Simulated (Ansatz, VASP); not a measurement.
## Two plane-wave programs on ZnS

```
Zn S
1.0
     0.00000    2.64835    2.64835
     2.64835    0.00000    2.64835
     2.64835    2.64835    0.00000
Zn S
1 1
Direct
  0.00000 0.00000 0.00000
  0.25000 0.25000 0.25000
```

Alike in both runs: functional LDA; k mesh 10 × 10 × 10; occupations gaussian, width 0.02 eV; no spin polarisation.

Ansatz relaxed the structure, and its values are those at the end. VASP's run is a single point on that final structure, the one shown.

|  | VASP | Ansatz |
| --- | --- | --- |
| version | VASP 6.6.1 | Ansatz 0.2.0 |
| potentials or method | VASP PAW LDA potentials, release 64 (Zn, S), cutoff 500 eV | scalar-relativistic, plane waves, PAW |
| valence electrons in the cell | 18 | 18 |

```tsv
	VASP	Ansatz	Ansatz less VASP
gap on the k mesh at the Fermi level (eV)	2.16	2.12	-0.041
least direct gap on the mesh (eV)	2.16	2.12	-0.041
pressure (GPa)	0.2	0.0	-0.23
```

Ansatz warns that its potentials were made for another functional, while VASP's fit it. LDA's correlation is that of Perdew and Zunger in VASP and of Perdew and Wang (1992) in Ansatz.
